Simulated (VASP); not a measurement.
# KCl in VASP: a series of runs

KCl is run at these levels: r2SCAN, HSE06; tasks: single point.

Program: VASP 6.6.1. These are calculated values, not measurements. Logs are shortened: lines on timing, memory, paths and dates and some standing lists are left out, and cuts for length are marked.

## Step 1: The cell of the first run

The structure is orthorhombic, space group Imm2 (No. 44). Conventional cell: a = 4.881 Å, b = 5.039 Å, c = 7.015 Å, α = 90.00°, β = 90.00°, γ = 90.00°. Within 4.0 Å of K (site symmetry mm2) lie 4 Cl at 3.03 to 3.04 Å. Cl (site symmetry mm2) has 4 K at 3.03 to 3.04 Å within 4.0 Å.

## Step 2: Single point, r2SCAN (shear xy strain +3.2%)

The input, POSCAR:

```
KCl
1.0
    0.0555904329      3.5072828304      3.5072828304
    3.5072828304      0.0555904329      3.5072828304
    3.5628732633      3.5628732633      0.0000000000
K Cl
1 1
Direct
    0.0035693221      0.0035693221     -0.0035693221
    0.2464306779      0.2464306779      0.2535693221
```

The input, INCAR.step1:

```
PREC = Accurate
ENCUT = 520
ISMEAR = 0
SIGMA = 0.01
LREAL = F
LASPH = T
NELM = 60
NBANDS = 15
GGA = PE
ALGO = Normal
EDIFF = 1E-4
LWAVE = T
LCHARG = F
```

The input, INCAR.step2:

```
PREC = Accurate
ENCUT = 520
EDIFF = 1E-7
ISMEAR = 0
SIGMA = 0.01
LREAL = F
LASPH = T
NELM = 60
ALGO = Normal
ISIF = 2
LWAVE = F
LCHARG = T
METAGGA = R2SCAN
LMIXTAU = T
LELF = T
LVHAR = T
NBANDS = 15
ISTART = 1
```

The input, KPOINTS:

```
regular mesh
0
Gamma
  6 6 6
```

Potentials or basis: VASP PAW PBE potentials, release 64 (K_sv, Cl).

On the command line:

```sh
cat potpaw_PBE.64/K_sv/POTCAR potpaw_PBE.64/Cl/POTCAR > POTCAR
cp INCAR.step1 INCAR
mpirun -np 1 vasp_std > vasp.out
cp INCAR.step2 INCAR
mpirun -np 1 vasp_std > vasp.out
```

OUTCAR:

```text
PREC = Accurate
   ENCUT = 520
   EDIFF = 1E-7
   ISMEAR = 0
   LREAL = F
   LASPH = T
   NELM = 60
   ISIF = 2
   METAGGA = R2SCAN
   ISTART = 1

 ion  position               nearest neighbor table
   1  0.004  0.004  0.996-   2 3.03   2 3.03   2 3.04   2 3.04
   2  0.246  0.246  0.254-   1 3.03   1 3.03   1 3.04   1 3.04

  LATTYP: Found a body centered orthorhombic cell.
 ALAT       =     4.8814302017
 B/A-ratio  =     1.0322105370
 C/A-ratio  =     1.4369898515

  Lattice vectors:

 A1 = (   3.5072828304,   0.0555904329,  -3.5072828304)
 A2 = (  -3.5072828304,  -0.0555904329,  -3.5072828304)
 A3 = (   0.0555904329,   3.5072828304,   3.5072828304)

Analysis of symmetry for initial positions (statically):
=====================================================================
 Subroutine PRICEL returns:
 Original cell was already a primitive cell.

 Routine SETGRP: Setting up the symmetry group for a
 body centered orthorhombic supercell.

 Subroutine GETGRP returns: Found  4 space group operations
 (whereof  4 operations were pure point group operations)
 out of a pool of  8 trial point group operations.

The static configuration has the point symmetry C_2v.

Analysis of symmetry for dynamics (positions and initial velocities):
=====================================================================
 Subroutine PRICEL returns:
 Original cell was already a primitive cell.

 Routine SETGRP: Setting up the symmetry group for a
 body centered orthorhombic supercell.

 Subroutine GETGRP returns: Found  4 space group operations
 (whereof  4 operations were pure point group operations)
 out of a pool of  8 trial point group operations.

The dynamic configuration has the point symmetry C_2v.

 Subroutine INISYM returns: Found  4 space group operations
 (whereof  4 operations are pure point group operations),
 and found     1 'primitive' translations

----------------------------------------------------------------------------------------

                                     Primitive cell

  volume of cell :      86.2647

  direct lattice vectors                    reciprocal lattice vectors
     0.055590433  3.507282830  3.507282830    -0.144856477  0.144856477  0.142560502
     3.507282830  0.055590433  3.507282830     0.144856477 -0.144856477  0.142560502
     3.562873263  3.562873263  0.000000000     0.140336173  0.140336173 -0.142560502

  length of vectors
     4.960358455  4.960358455  5.038663690     0.249580236  0.249580236  0.244360348

  position of ions in fractional coordinates (direct lattice)
     0.003569322  0.003569322  0.996430678
     0.246430678  0.246430678  0.253569322

  ion indices of the primitive-cell ions
   primitive index   ion index
                 1           1
                 2           2

----------------------------------------------------------------------------------------

 KPOINTS: regular mesh

Automatic generation of k-mesh.
 Grid dimensions read from file:
 generate k-points for:    6    6    6

 Generating k-lattice:

  Cartesian coordinates                     Fractional coordinates (reciprocal lattice)
    -0.024142746  0.024142746  0.023760084     0.166666667  0.000000000  0.000000000
     0.024142746 -0.024142746  0.023760084     0.000000000  0.166666667  0.000000000
     0.023389362  0.023389362 -0.023760084    -0.000000000 -0.000000000  0.166666667

  Length of vectors
     0.041596706  0.041596706  0.040726725

  Shift w.r.t. Gamma in fractional coordinates (k-lattice)
     0.000000000  0.000000000  0.000000000

 Subroutine IBZKPT returns following result:
 ===========================================

 Found     46 irreducible k-points:

 Following reciprocal coordinates:
            Coordinates               Weight
  0.000000  0.000000  0.000000      1.000000
  0.166667  0.000000  0.000000      4.000000
  0.333333  0.000000  0.000000      4.000000
  0.500000  0.000000  0.000000      2.000000
  0.166667  0.166667  0.000000      2.000000
  0.333333  0.166667  0.000000      4.000000
[... 16 lines left out ...]
 -0.166667  0.333333  0.166667      4.000000
  0.500000  0.500000  0.166667      4.000000
 [... further k-points ...]
   k-points           NKPTS =     46   k-points in BZ     NKDIM =     46   number of bands    NBANDS=     15
   number of dos      NEDOS =    301   number of ions     NIONS =      2
   total plane-waves  NPLWV =  64000
   dimension x,y,z NGX =    40 NGY =   40 NGZ =   40
   dimension x,y,z NGXF=    80 NGYF=   80 NGZF=   80
   ions per type =               1   1
   NGX,Y,Z   is equivalent  to a cutoff of  13.41, 13.41, 13.20 a.u.
   NGXF,Y,Z  is equivalent  to a cutoff of  26.81, 26.81, 26.40 a.u.
 SYSTEM =  unknown system
   PREC   = accura    normal or accurate (medium, high low for compatibility)
   ISTART =      1    job   : 0-new  1-cont  2-samecut
   ICHARG =      0    charge: 1-file 2-atom 10-const
   ISPIN  =      1    spin polarized calculation?
   LNONCOLLINEAR =      F non collinear calculations
   LSORBIT =      F    spin-orbit coupling
   LASPH  =      T    aspherical Exc in radial PAW
   ENCUT  =  520.0 eV  38.22 Ry    6.18 a.u.   9.22  9.22  9.37*2*pi/ulx,y,z
   NELM   =     60;   NELMIN=  2; NELMDL=  0     # of ELM steps
   EDIFF  = 0.1E-06   stopping-criterion for ELM
   LREAL  =      F    real-space projection
   EDIFFG = 0.1E-05   stopping-criterion for IOM
   NSW    =      0    number of steps for IOM
   IBRION =     -1    ionic relax: 0-MD 1-quasi-New 2-CG
   NFREE  =      0    steps in history (QN), initial steepest desc. (CG)
   ISIF   =      2    stress and relaxation
   ISYM   =      2    0-nonsym 1-usesym 2-fastsym
   POTIM  = 0.5000    time-step for ionic-motion
   TEBEG  =    0.0;   TEEND  =   0.0 temperature during run
   PSTRESS=    0.0 pullay stress
   NELECT =      16.0000    total number of electrons
   NUPDOWN=      -1.0000    fix difference up-down
   EMIN   =  10.00;   EMAX   =-10.00  energy-range for DOS
   EFERMI =   0.00;   METHOD = LEGACY
   ISMEAR =     0;   SIGMA  =   0.01  broadening in eV -4-tet -1-fermi 0-gaus
   EFERMI_NEDOS =   21; number of points for ismear=-14 and -15
   IALGO  =     38    algorithm
   IMIX   =      4    mixing-type and parameters
     AMIX     =   0.40;   BMIX     =  1.00
     AMIX_MAG =   1.60;   BMIX_MAG =  1.00
  volume/ion in A,a.u.               =      43.13       291.07
  Fermi-wavevector in a.u.,A,eV,Ry     =   0.933621  1.764287 11.859482  0.871647
  Thomas-Fermi vector in A             =   2.060341
   LORBIT       =      0    0 simple, 1 ext, 2 COOP (PROOUT), +10 PAW based schemes
   METAGGA = R2SCAN    functional components
   LHFCALC =     F    Hartree Fock is set to
   AEXX    =    0.0000 exact exchange contribution
   IVDW    =     0    specifies the selected vdW correction
   LEPSILON=     F    determine dielectric tensor
   LRPA    =     F    only Hartree local field effects (RPA)
 non-spin polarized calculation
 Gauss-broadening in eV      SIGMA  =   0.01
  energy-cutoff  :      520.00
  volume of cell :       86.26
 maximum number of plane-waves:      2346
 NGX is ok and might be reduce to    40
   NGX = 19   NGY = 19   NGZ = 19

 number of electron      16.0000000 magnetization

 Free energy of the ion-electron system (eV)
  ---------------------------------------------------
  ext. energy  EPLUGINS =         0.00000000
  ---------------------------------------------------
  free energy    TOTEN  =       -16.22122435 eV

  energy without entropy =      -16.22122435  energy(sigma->0) =      -16.22122435

 E-fermi :  -3.4993     XC(G=0):  -6.3723

 val. band max:       -3.5708098109   @ k =   0.5000   0.5000   0.0000
 cond. band min:       1.7574592530   @ k =   0.0000   0.0000   0.0000
 fundamental gap:      5.3282690640
 Fermi energy:        -3.4993100754

 k-point     1 :       0.0000    0.0000    0.0000
  band No.  band energies     occupation
      1     -31.9445      2.00000
      2     -15.8875      2.00000
      3     -14.6690      2.00000
      4     -14.6661      2.00000
      5     -14.6642      2.00000
      6      -3.6491      2.00000
      7      -3.6297      2.00000
      8      -3.6073      2.00000
      9       1.7575      0.00000
     10       6.5375      0.00000
     11       6.5496      0.00000
     12       7.5177      0.00000
     13       7.5545      0.00000
     14       7.5873      0.00000
     15       8.4513      0.00000

 k-point     2 :       0.1667    0.0000    0.0000
  band No.  band energies     occupation
      1     -31.9437      2.00000
      2     -15.9314      2.00000
      3     -14.6703      2.00000
      4     -14.6668      2.00000
      5     -14.6194      2.00000
      6      -3.7078      2.00000
      7      -3.6404      2.00000
      8      -3.6172      2.00000
      9       2.1934      0.00000
     10       6.2102      0.00000
     11       6.2736      0.00000
     12       7.1316      0.00000
     13       7.9442      0.00000
     14       7.9981      0.00000
     15       8.0648      0.00000

 k-point     3 :       0.3333    0.0000    0.0000
  band No.  band energies     occupation
      1     -31.9422      2.00000
      2     -16.0097      2.00000
      3     -14.6760      2.00000
      4     -14.6722      2.00000
      5     -14.5329      2.00000
      6      -3.8548      2.00000
      7      -3.6240      2.00000
      8      -3.6100      2.00000
      9       3.2007      0.00000
     10       5.7700      0.00000
     11       5.9654      0.00000
     12       6.1498      0.00000
     13       7.7715      0.00000
     14       7.8311      0.00000
     15       7.9992      0.00000
[... 343 lines left out ...]
 k-point    23 :      -0.1667    0.3333    0.1667
  band No.  band energies     occupation
      1     -31.9412      2.00000
      2     -16.0566      2.00000
      3     -14.6963      2.00000
      4     -14.6811      2.00000
      5     -14.4572      2.00000
      6      -3.8683      2.00000
      7      -3.6726      2.00000
      8      -3.6087      2.00000
      9       3.6921      0.00000
     10       4.8333      0.00000
     11       6.3464      0.00000
     12       6.5858      0.00000
     13       7.8199      0.00000
     14       8.0625      0.00000
     15       8.3837      0.00000

 k-point    24 :       0.5000    0.5000    0.1667
  band No.  band energies     occupation
      1     -31.9409      2.00000
      2     -16.0851      2.00000
      3     -14.6941      2.00000
      4     -14.6897      2.00000
      5     -14.4183      2.00000
      6      -3.9254      2.00000
      7      -3.6558      2.00000
      8      -3.5741      2.00000
      9       3.6741      0.00000
     10       4.6808      0.00000
     11       6.5953      0.00000
     12       7.0677      0.00000
     13       7.8695      0.00000
     14       7.9897      0.00000
     15       8.2288      0.00000

 [... further k-points ...]

------------------------ aborting loop because EDIFF is reached ----------------------------------------

  FORCE on cell =-STRESS in cart. coord.  units (eV):
  Direction    XX          YY          ZZ          XY          YZ          ZX
  --------------------------------------------------------------------------------------
  -------------------------------------------------------------------------------------
  Total       -0.0082852     -0.0082852     -0.0114620     -0.0495106      0.0000000      0.0000000
  in kB       -0.1538796     -0.1538796     -0.2128810     -0.9195495      0.0000000      0.0000000
  external PRESSURE =      -0.1735467 kB  Pullay stress =       0.0000000 kB

 VOLUME and BASIS-vectors are now :
 -----------------------------------------------------------------------------
  energy-cutoff  :      520.00
  volume of cell :       86.26
      direct lattice vectors                 reciprocal lattice vectors
     0.055590433  3.507282830  3.507282830    -0.144856477  0.144856477  0.142560502
     3.507282830  0.055590433  3.507282830     0.144856477 -0.144856477  0.142560502
     3.562873263  3.562873263  0.000000000     0.140336173  0.140336173 -0.142560502

 POSITION                                       TOTAL-FORCE (eV/Angst)
 -----------------------------------------------------------------------------------
      3.56287      3.56287      0.02504        -0.000000     -0.000000      0.002082
      1.78144      1.78144      1.72860         0.000000      0.000000     -0.002082
 -----------------------------------------------------------------------------------
    total drift:                               -0.000000     -0.000000      0.000360

  FREE ENERGIE OF THE ION-ELECTRON SYSTEM (eV)
  ---------------------------------------------------
  free  energy   TOTEN  =       -16.2212243479 eV

  energy  without entropy=      -16.2212243479  energy(sigma->0) =      -16.22122435
```

Run time: 2.9 min. Hardware: 1 thread of Intel Xeon 6975P-C (Granite Rapids), shared host; peak memory 0.28 GiB.

What came out:

- Free energy: -16.2212 eV
- Pressure: 0.0 GPa
- Band gap on the k mesh: 5.33 eV (least direct gap 5.36 eV)

Forces on the atoms (eV/Å):
```
K    0.000  0.000  0.002
Cl   0.000  0.000 -0.002
```

Stress tensor (GPa, compression positive):
```
-0.02 -0.09  0.00
-0.09 -0.02  0.00
 0.00  0.00 -0.02
```

Caveat: the cell differs from its parent crystal (shear xy strain +3.2%); the PAW data sets were made with another functional, which shifts forces and pressure a little.

## Step 3: Single point, HSE06 (strain along [111] -0.5%)

The input, POSCAR:

```
KCl
1.0
   -0.0116909428      3.4955918877      3.4955918877
    3.4955918877     -0.0116909428      3.4955918877
    3.4955918877      3.4955918877     -0.0116909428
K Cl
1 1
Direct
   -0.0002167296     -0.0002167296     -0.0002167296
    0.2502167296      0.2502167296      0.2502167296
```

The input, INCAR.step1:

```
ALGO = Normal ; EDIFF = 1E-5
ENCUT = 520 ; GGA = PE
ISIF = 2 ; ISMEAR = 0
LASPH = True ; LREAL = False
LWAVE = True ; NBANDS = 15
NELM = 80 ; PREC = Accurate
SIGMA = 0.01
```

The input, INCAR.step2:

```
ALGO = Normal ; EDIFF = 1E-6
ENCUT = 520 ; GGA = PE
HFSCREEN = 0.2079 ; ISIF = 2
ISMEAR = 0 ; ISTART = 1
LASPH = True ; LCHARG = True
LELF = True ; LHFCALC = True
LREAL = False ; LVHAR = True
LWAVE = False ; NBANDS = 15
NELM = 80 ; PREC = Accurate
PRECFOCK = Normal ; SIGMA = 0.01
```

The input, KPOINTS:

```
k-points
0
Gamma
  4 4 4
```

Potentials or basis: VASP PAW PBE potentials, release 64 (K_sv, Cl).

On the command line:

```sh
cat potpaw_PBE.64/K_sv/POTCAR potpaw_PBE.64/Cl/POTCAR > POTCAR
cp INCAR.step1 INCAR
mpirun -np 1 vasp_std > vasp.out
cp INCAR.step2 INCAR
mpirun -np 1 vasp_std > vasp.out
```

Wall time 9.9 min (1 thread of Intel Xeon 6975P-C (Granite Rapids), shared host); peak memory 0.34 GiB.

The run converged. Its results:

- Free energy: -7.6626 eV
- Pressure: 0.2 GPa
- Largest force: 0.007 eV/Å
- Band gap on the k mesh: 6.03 eV (least direct gap 6.06 eV)

Forces in eV/Å, atoms in the order of the input:
```
K   -0.004 -0.004 -0.004
Cl   0.004  0.004  0.004
```

Levels at points of the mesh, in eV from the valence-band top:
| k point | band 6 | band 7 | band 8 | band 9 | band 10 | band 11 |
| --- | --- | --- | --- | --- | --- | --- |
| (0.00, 0.00, 0.00) | -0.04 | -0.04 | -0.03 | 6.03 | 11.00 | 11.00 |
| (0.50, 0.00, 0.00) | -0.35 | -0.01 | -0.01 | 8.56 | 8.77 | 10.44 |
| (0.50, 0.50, 0.00) | -0.42 | 0.00 | 0.00 | 7.95 | 9.05 | 11.41 |
| (0.50, 0.50, 0.50) | -0.35 | -0.01 | -0.01 | 8.57 | 8.78 | 10.45 |

Caveat: the cell differs from its parent crystal (strain along [111] -0.5%); the PAW data sets were made with another functional, which shifts forces and pressure a little. A k mesh can miss the band edges.
